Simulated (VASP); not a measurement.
# SnO (P6_3mc) in VASP: a series of runs

SnO is run at these levels: r2SCAN, PBE; tasks: single point.

All numbers are computed with VASP 6.6.1; they aren't measurements. Logs are shortened: lines on timing, memory, paths and dates and some standing lists are left out, and cuts for length are marked.

## 1. The cell of the first run

Symmetry: P6_3mc, No. 186, hexagonal system. The conventional cell has a = 3.363 Å, b = 3.363 Å, c = 9.397 Å, α = 90.00°, β = 90.00°, γ = 120.00°. Sn (site symmetry 3m) has 3 O at 2.21 Å within 2.9 Å. O (site symmetry 3m) has 3 Sn at 2.21 Å within 2.9 Å.

## 2. Single point, r2SCAN (volume changed by +6%)

POSCAR reads:

```
SnO
1.0
    3.3628424839      0.0000000000      0.0000000000
   -1.6814212420      2.9123070200      0.0000000000
    0.0000000000      0.0000000000      9.3971294472
Sn O
2 2
Direct
    0.3333333333      0.6666666667     -0.0066374703
    0.6666666667      0.3333333333      0.4933625297
    0.3333333333      0.6666666667      0.3816374703
    0.6666666667      0.3333333333      0.8816374703
```

INCAR.step1 reads:

```
PREC = Accurate
ENCUT = 520
ISMEAR = 0
SIGMA = 0.01
LREAL = False
LASPH = True
NELM = 80
NBANDS = 28
GGA = PE
ALGO = Normal
EDIFF = 1E-4
LWAVE = True
LCHARG = False
```

INCAR.step2 reads:

```
PREC = Accurate
ENCUT = 520
EDIFF = 1E-6
ISMEAR = 0
SIGMA = 0.01
LREAL = False
LASPH = True
NELM = 80
ALGO = Normal
ISIF = 2
LWAVE = False
LCHARG = False
METAGGA = R2SCAN
LMIXTAU = True
NBANDS = 28
ISTART = 1
```

KPOINTS reads:

```
Automatic mesh
0
Gamma
  9 9 2
```

Potentials or basis: VASP PAW PBE potentials, release 64 (Sn_d, O).

The run is started by

```console
> cat potpaw_PBE.64/Sn_d/POTCAR potpaw_PBE.64/O/POTCAR > POTCAR
> cp INCAR.step1 INCAR
> mpirun -np 1 vasp_std > vasp.out
> cp INCAR.step2 INCAR
> mpirun -np 1 vasp_std > vasp.out
```

OUTCAR:

```text
PREC = Accurate
   ENCUT = 520
   EDIFF = 1E-6
   ISMEAR = 0
   LREAL = False
   LASPH = True
   NELM = 80
   ISIF = 2
   METAGGA = R2SCAN
   ISTART = 1

 ion  position               nearest neighbor table
   1  0.333  0.667  0.993-   4 2.21   4 2.21   4 2.21
   2  0.667  0.333  0.493-   3 2.21   3 2.21   3 2.21
   3  0.333  0.667  0.382-   2 2.21   2 2.21   2 2.21
   4  0.667  0.333  0.882-   1 2.21   1 2.21   1 2.21

  LATTYP: Found a hexagonal cell.
 ALAT       =     3.3628424839
 C/A-ratio  =     2.7944007167

  Lattice vectors:

 A1 = (   3.3628424839,   0.0000000000,   0.0000000000)
 A2 = (  -1.6814212420,   2.9123070200,   0.0000000000)
 A3 = (   0.0000000000,   0.0000000000,   9.3971294472)

Analysis of symmetry for initial positions (statically):
=====================================================================
 Subroutine PRICEL returns:
 Original cell was already a primitive cell.

 Routine SETGRP: Setting up the symmetry group for a
 hexagonal supercell.

 Subroutine GETGRP returns: Found 12 space group operations
 (whereof  6 operations were pure point group operations)
 out of a pool of 24 trial point group operations.

The static configuration has the point symmetry C_3v.
 The point group associated with its full space group is C_6v.

Analysis of symmetry for dynamics (positions and initial velocities):
=====================================================================
 Subroutine PRICEL returns:
 Original cell was already a primitive cell.

 Routine SETGRP: Setting up the symmetry group for a
 hexagonal supercell.

 Subroutine GETGRP returns: Found 12 space group operations
 (whereof  6 operations were pure point group operations)
 out of a pool of 24 trial point group operations.

The dynamic configuration has the point symmetry C_3v.
 The point group associated with its full space group is C_6v.

 Subroutine INISYM returns: Found 12 space group operations
 (whereof  6 operations are pure point group operations),
 and found     1 'primitive' translations

----------------------------------------------------------------------------------------

                                     Primitive cell

  volume of cell :      92.0320

  direct lattice vectors                    reciprocal lattice vectors
     3.362842484  0.000000000  0.000000000     0.297367481  0.171685195  0.000000000
    -1.681421242  2.912307020  0.000000000     0.000000000  0.343370391  0.000000000
     0.000000000  0.000000000  9.397129447     0.000000000  0.000000000  0.106415476

  length of vectors
     3.362842484  3.362842484  9.397129447     0.343370391  0.343370391  0.106415476

  position of ions in fractional coordinates (direct lattice)
     0.333333333  0.666666667  0.993362530
     0.666666667  0.333333333  0.493362530
     0.333333333  0.666666667  0.381637470
     0.666666667  0.333333333  0.881637470

  ion indices of the primitive-cell ions
   primitive index   ion index
                 1           1
                 2           2
                 3           3
                 4           4

----------------------------------------------------------------------------------------

 KPOINTS: Automatic mesh

Automatic generation of k-mesh.
 Grid dimensions read from file:
 generate k-points for:    9    9    2

 Generating k-lattice:

  Cartesian coordinates                     Fractional coordinates (reciprocal lattice)
     0.033040831  0.019076133  0.000000000     0.111111111 -0.000000000  0.000000000
     0.000000000  0.038152266  0.000000000     0.000000000  0.111111111  0.000000000
     0.000000000  0.000000000  0.053207738     0.000000000  0.000000000  0.500000000

  Length of vectors
     0.038152266  0.038152266  0.053207738

  Shift w.r.t. Gamma in fractional coordinates (k-lattice)
     0.000000000  0.000000000  0.000000000

 Subroutine IBZKPT returns following result:
 ===========================================

 Found     24 irreducible k-points:

 Following reciprocal coordinates:
            Coordinates               Weight
  0.000000  0.000000  0.000000      1.000000
  0.111111  0.000000  0.000000      6.000000
  0.222222 -0.000000  0.000000      6.000000
  0.333333 -0.000000  0.000000      6.000000
  0.444444 -0.000000  0.000000      6.000000
  0.111111  0.111111  0.000000      6.000000
[... 16 lines left out ...]
  0.333333  0.222222  0.500000     12.000000
  0.333333  0.333333  0.500000      2.000000
   k-points           NKPTS =     24   k-points in BZ     NKDIM =     24   number of bands    NBANDS=     28
   number of dos      NEDOS =    301   number of ions     NIONS =      4
   total plane-waves  NPLWV =  54880
   dimension x,y,z NGX =    28 NGY =   28 NGZ =   70
   dimension x,y,z NGXF=    56 NGYF=   56 NGZF=  140
   ions per type =               2   2
   NGX,Y,Z   is equivalent  to a cutoff of  13.84, 13.84, 12.38 a.u.
   NGXF,Y,Z  is equivalent  to a cutoff of  27.68, 27.68, 24.77 a.u.
 SYSTEM =  unknown system
   PREC   = accura    normal or accurate (medium, high low for compatibility)
   ISTART =      1    job   : 0-new  1-cont  2-samecut
   ICHARG =      0    charge: 1-file 2-atom 10-const
   ISPIN  =      1    spin polarized calculation?
   LNONCOLLINEAR =      F non collinear calculations
   LSORBIT =      F    spin-orbit coupling
   LASPH  =      T    aspherical Exc in radial PAW
   ENCUT  =  520.0 eV  38.22 Ry    6.18 a.u.   6.25  6.25 17.47*2*pi/ulx,y,z
   NELM   =     80;   NELMIN=  2; NELMDL=  0     # of ELM steps
   EDIFF  = 0.1E-05   stopping-criterion for ELM
   LREAL  =      F    real-space projection
   EDIFFG = 0.1E-04   stopping-criterion for IOM
   NSW    =      0    number of steps for IOM
   IBRION =     -1    ionic relax: 0-MD 1-quasi-New 2-CG
   NFREE  =      0    steps in history (QN), initial steepest desc. (CG)
   ISIF   =      2    stress and relaxation
   ISYM   =      2    0-nonsym 1-usesym 2-fastsym
   POTIM  = 0.5000    time-step for ionic-motion
   TEBEG  =    0.0;   TEEND  =   0.0 temperature during run
   PSTRESS=    0.0 pullay stress
   NELECT =      40.0000    total number of electrons
   NUPDOWN=      -1.0000    fix difference up-down
   EMIN   =  10.00;   EMAX   =-10.00  energy-range for DOS
   EFERMI =   0.00;   METHOD = LEGACY
   ISMEAR =     0;   SIGMA  =   0.01  broadening in eV -4-tet -1-fermi 0-gaus
   EFERMI_NEDOS =   21; number of points for ismear=-14 and -15
   IALGO  =     38    algorithm
   IMIX   =      4    mixing-type and parameters
     AMIX     =   0.40;   BMIX     =  1.00
     AMIX_MAG =   1.60;   BMIX_MAG =  1.00
  volume/ion in A,a.u.               =      23.01       155.27
  Fermi-wavevector in a.u.,A,eV,Ry     =   1.240077  2.343405 20.922905  1.537790
  Thomas-Fermi vector in A             =   2.374533
   LORBIT       =      0    0 simple, 1 ext, 2 COOP (PROOUT), +10 PAW based schemes
   METAGGA = R2SCAN    functional components
   LHFCALC =     F    Hartree Fock is set to
   AEXX    =    0.0000 exact exchange contribution
   IVDW    =     0    specifies the selected vdW correction
   LEPSILON=     F    determine dielectric tensor
   LRPA    =     F    only Hartree local field effects (RPA)
 non-spin polarized calculation
 Gauss-broadening in eV      SIGMA  =   0.01
  energy-cutoff  :      520.00
  volume of cell :       92.03
 maximum number of plane-waves:      2507
 NGX is ok and might be reduce to    28
   NGX = 13   NGY = 13   NGZ = 35

 number of electron      40.0000020 magnetization

 Free energy of the ion-electron system (eV)
  ---------------------------------------------------
  ext. energy  EPLUGINS =         0.00000000
  ---------------------------------------------------
  free energy    TOTEN  =       -65.30754096 eV

  energy without entropy =      -65.30754096  energy(sigma->0) =      -65.30754096

 E-fermi :   3.0666     XC(G=0):  -9.2936

 val. band max:        3.0234183169   @ k =   0.3333   0.3333   0.0000
 cond. band min:       4.7714323301   @ k =   0.0000   0.0000   0.0000
 fundamental gap:      1.7480140132
 Fermi energy:         3.0665800825

 k-point     1 :       0.0000    0.0000    0.0000
  band No.  band energies     occupation
      1     -18.3700      2.00000
      2     -18.3700      2.00000
      3     -18.3699      2.00000
      4     -18.3699      2.00000
      5     -18.3443      2.00000
      6     -18.3411      2.00000
[... 20 lines left out ...]
     27      11.9326      0.00000
     28      14.0420      0.00000

 k-point     2 :       0.1111    0.0000    0.0000
  band No.  band energies     occupation
      1     -18.4366      2.00000
      2     -18.4345      2.00000
      3     -18.3512      2.00000
      4     -18.3511      2.00000
      5     -18.3046      2.00000
      6     -18.3033      2.00000
[... 20 lines left out ...]
     27      11.7770      0.00000
     28      14.2037      0.00000

 k-point     3 :       0.2222   -0.0000    0.0000
  band No.  band energies     occupation
      1     -18.5530      2.00000
      2     -18.5509      2.00000
      3     -18.3040      2.00000
      4     -18.3040      2.00000
      5     -18.2753      2.00000
      6     -18.2739      2.00000
[... 20 lines left out ...]
     27      11.4212      0.00000
     28      13.7575      0.00000

 k-point     4 :       0.3333   -0.0000    0.0000
  band No.  band energies     occupation
      1     -18.6691      2.00000
      2     -18.6676      2.00000
      3     -18.2926      2.00000
      4     -18.2916      2.00000
      5     -18.2558      2.00000
      6     -18.2555      2.00000
[... 578 lines left out ...]
     27      12.3986      0.00000
     28      12.3986      0.00000

 k-point    23 :       0.3333    0.2222    0.5000
  band No.  band energies     occupation
      1     -18.7213      2.00000
      2     -18.7213      2.00000
      3     -18.2828      2.00000
      4     -18.2828      2.00000
      5     -18.2663      2.00000
      6     -18.2663      2.00000
[... 20 lines left out ...]
     27      12.1767      0.00000
     28      12.1767      0.00000

 k-point    24 :       0.3333    0.3333    0.5000
  band No.  band energies     occupation
      1     -18.7231      2.00000
      2     -18.7231      2.00000
      3     -18.2836      2.00000
      4     -18.2836      2.00000
      5     -18.2475      2.00000
      6     -18.2475      2.00000
[... 20 lines left out ...]
     27      12.6121      0.00000
     28      12.6121      0.00000

------------------------ aborting loop because EDIFF is reached ----------------------------------------

  FORCE on cell =-STRESS in cart. coord.  units (eV):
  Direction    XX          YY          ZZ          XY          YZ          ZX
  --------------------------------------------------------------------------------------
  -------------------------------------------------------------------------------------
  Total       -2.0357606     -2.0357606     -1.2924249      0.0000000      0.0000000      0.0000000
  in kB      -35.4403821    -35.4403821    -22.4997153      0.0000000      0.0000000      0.0000000
  external PRESSURE =     -31.1268265 kB  Pullay stress =       0.0000000 kB

 VOLUME and BASIS-vectors are now :
 -----------------------------------------------------------------------------
  energy-cutoff  :      520.00
  volume of cell :       92.03
      direct lattice vectors                 reciprocal lattice vectors
     3.362842484  0.000000000  0.000000000     0.297367481  0.171685195  0.000000000
    -1.681421242  2.912307020  0.000000000     0.000000000  0.343370391  0.000000000
     0.000000000  0.000000000  9.397129447     0.000000000  0.000000000  0.106415476

 POSITION                                       TOTAL-FORCE (eV/Angst)
 -----------------------------------------------------------------------------------
     -0.00000      1.94154      9.33476        -0.000000      0.000000     -0.448243
      1.68142      0.97077      4.63619         0.000000     -0.000000     -0.448243
     -0.00000      1.94154      3.58630        -0.000000     -0.000000      0.448243
      1.68142      0.97077      8.28486         0.000000     -0.000000      0.448243
 -----------------------------------------------------------------------------------
    total drift:                               -0.000000     -0.000000      0.004964

  FREE ENERGIE OF THE ION-ELECTRON SYSTEM (eV)
  ---------------------------------------------------
  free  energy   TOTEN  =       -65.3075409594 eV

  energy  without entropy=      -65.3075409594  energy(sigma->0) =      -65.30754096
```

Wall time 4.6 min (1 thread of Intel Xeon 6975P-C (Granite Rapids), shared host); peak memory 0.25 GiB.

What came out:

```
Free energy            : -65.3075 eV
Pressure               : -3.1 GPa
Largest force          : 0.448 eV/Å
Band gap on the k mesh : 1.75 eV, indirect (least direct gap 2.12 eV)
```

Forces in eV/Å, atoms in the order of the input:
```
Sn   0.000  0.000 -0.448
Sn   0.000  0.000 -0.448
O    0.000  0.000  0.448
O    0.000  0.000  0.448
```

Levels at points of the mesh, in eV from the valence-band top:
| k point | band 17 | band 18 | band 19 | band 20 | band 21 | band 22 | band 23 | band 24 |
| --- | --- | --- | --- | --- | --- | --- | --- | --- |
| (0.00, 0.00, 0.00) | -2.50 | -2.50 | -1.93 | -0.86 | 1.75 | 3.08 | 7.94 | 8.83 |
| (0.00, 0.00, 0.50) | -2.50 | -2.50 | -1.44 | -1.44 | 2.42 | 2.42 | 8.87 | 8.87 |

Caveat: the cell differs from its parent crystal (volume changed by +6%); the PAW data sets were made with another functional, which shifts forces and pressure a little; spin-orbit coupling is left out, which moves the levels of the heavy elements. A k mesh can miss the band edges.

## 3. Single point, PBE

This run uses another cell than the first one, of 21.71 Å³/atom, 0.943 times its volume.

INCAR reads:

```
SYSTEM = SnO
PREC     = Accurate       ! precision mode
ENCUT    = 520            ! plane-wave cutoff, eV
EDIFF    = 1E-7           ! SCF threshold, eV
ISMEAR   = 0              ! smearing method
SIGMA    = 0.01           ! smearing width, eV
LREAL    = .False.        ! projectors in reciprocal space
LASPH    = .True.         ! aspherical terms in the spheres
NELM     = 100            ! most SCF steps
ALGO     = Normal         ! electronic algorithm
ISIF     = 2              ! what is computed and relaxed
LWAVE    = .False.        ! write WAVECAR
LCHARG   = .True.         ! write CHGCAR
GGA      = PE             ! functional
LELF     = .True.         ! ELF
LVHAR    = .True.       
NBANDS   = 28             ! bands
```

KPOINTS reads:

```
Automatic mesh
0
Gamma
  12 12 4
  0 0 0
```

POSCAR reads:

```
SnO
1.0
    3.2981563295      0.0000000000      0.0000000000
   -1.6490781648      2.8562871670      0.0000000000
    0.0000000000      0.0000000000      9.2163704110
Sn O
2 2
Direct
    0.3333333333      0.6666666667     -0.0066374703
    0.6666666667      0.3333333333      0.4933625297
    0.3333333333      0.6666666667      0.3816374703
    0.6666666667      0.3333333333      0.8816374703
```

Potentials or basis: VASP PAW PBE potentials, release 64 (Sn_d, O).

The run is started by

```console
> cat potpaw_PBE.64/Sn_d/POTCAR potpaw_PBE.64/O/POTCAR > POTCAR
> mpirun -np 1 vasp_std > vasp.out
```

OUTCAR:

```text
SYSTEM = SnO
   PREC = Accurate
   ENCUT = 520
   EDIFF = 1E-7
   ISMEAR = 0
   LREAL = .False.
   LASPH = .True.
   NELM = 100
   ISIF = 2
   GGA = PE

 ion  position               nearest neighbor table
   1  0.333  0.667  0.993-   4 2.16   4 2.16   4 2.16
   2  0.667  0.333  0.493-   3 2.16   3 2.16   3 2.16
   3  0.333  0.667  0.382-   2 2.16   2 2.16   2 2.16
   4  0.667  0.333  0.882-   1 2.16   1 2.16   1 2.16

  LATTYP: Found a hexagonal cell.
 ALAT       =     3.2981563295
 C/A-ratio  =     2.7944007167

  Lattice vectors:

 A1 = (   3.2981563295,   0.0000000000,   0.0000000000)
 A2 = (  -1.6490781648,   2.8562871670,   0.0000000000)
 A3 = (   0.0000000000,   0.0000000000,   9.2163704110)

Analysis of symmetry for initial positions (statically):
=====================================================================
 Subroutine PRICEL returns:
 Original cell was already a primitive cell.

 Routine SETGRP: Setting up the symmetry group for a
 hexagonal supercell.

 Subroutine GETGRP returns: Found 12 space group operations
[... 170 lines left out ...]
  energy without entropy =      -21.41860516  energy(sigma->0) =      -21.41860516

 E-fermi :   3.9982     XC(G=0):  -8.9611

 val. band max:        3.9328462820   @ k =   0.3333   0.3333   0.0000
 cond. band min:       5.3224376710   @ k =   0.0000   0.0000   0.0000
 fundamental gap:      1.3895913891
 Fermi energy:         3.9981981849

 k-point     1 :       0.0000    0.0000    0.0000
  band No.  band energies     occupation
      1     -16.9828      2.00000
      2     -16.9828      2.00000
      3     -16.9828      2.00000
      4     -16.9828      2.00000
      5     -16.9825      2.00000
      6     -16.9790      2.00000
[... 733 lines left out ...]
     27      12.1725      0.00000
     28      13.0495      0.00000

 [... further k-points ...]

------------------------ aborting loop because EDIFF is reached ----------------------------------------

  FORCE on cell =-STRESS in cart. coord.  units (eV):
  Direction    XX          YY          ZZ          XY          YZ          ZX
  --------------------------------------------------------------------------------------
  -------------------------------------------------------------------------------------
  Total        2.1505253      2.1505253      1.1378542     -0.0000000      0.0000000      0.0000000
  in kB       39.6846097     39.6846097     20.9973353     -0.0000000      0.0000000      0.0000000
  external PRESSURE =      33.4555183 kB  Pullay stress =       0.0000000 kB

 VOLUME and BASIS-vectors are now :
 -----------------------------------------------------------------------------
  energy-cutoff  :      520.00
  volume of cell :       86.82
      direct lattice vectors                 reciprocal lattice vectors
     3.298156329  0.000000000  0.000000000     0.303199697  0.175052427  0.000000000
    -1.649078165  2.856287167  0.000000000     0.000000000  0.350104853  0.000000000
     0.000000000  0.000000000  9.216370411     0.000000000  0.000000000  0.108502583

 POSITION                                       TOTAL-FORCE (eV/Angst)
 -----------------------------------------------------------------------------------
     -0.00000      1.90419      9.15520         0.000000      0.000000      0.507968
      1.64908      0.95210      4.54701         0.000000      0.000000      0.507968
     -0.00000      1.90419      3.51731         0.000000     -0.000000     -0.507968
      1.64908      0.95210      8.12550        -0.000000      0.000000     -0.507968
 -----------------------------------------------------------------------------------
    total drift:                               -0.000000      0.000000      0.000694

  FREE ENERGIE OF THE ION-ELECTRON SYSTEM (eV)
  ---------------------------------------------------
  free  energy   TOTEN  =       -21.4186051623 eV

  energy  without entropy=      -21.4186051623  energy(sigma->0) =      -21.41860516
```

Wall time 3 min (1 thread of Intel Xeon 6975P-C (Granite Rapids), shared host); peak memory 0.27 GiB.

What came out:

| Property | Result |
| --- | --- |
| Free energy | -21.4186 eV |
| Pressure | 3.3 GPa |
| Largest force | 0.508 eV/Å |
| Band gap on the k mesh | 1.39 eV, indirect (least direct gap 1.66 eV) |

Forces on the atoms (eV/Å):
```
Sn   0.000  0.000  0.508
Sn   0.000  0.000  0.508
O    0.000  0.000 -0.508
O    0.000  0.000 -0.508
```

Levels at points of the mesh, in eV from the valence-band top:
```csv
k point,band 17,band 18,band 19,band 20,band 21,band 22,band 23,band 24
"(0.00, 0.00, 0.00)",-2.66,-2.66,-2.16,-1.05,1.39,2.66,7.57,8.62
"(0.50, 0.00, 0.00)",-3.49,-3.46,-0.77,-0.24,1.41,1.57,5.43,6.14
"(0.00, 0.00, 0.50)",-2.67,-2.67,-1.65,-1.65,2.04,2.04,8.66,8.66
"(0.50, 0.00, 0.50)",-3.48,-3.48,-0.57,-0.57,1.57,1.57,5.74,5.74
```

Caveat: spin-orbit coupling is left out, which moves the levels of the heavy elements.
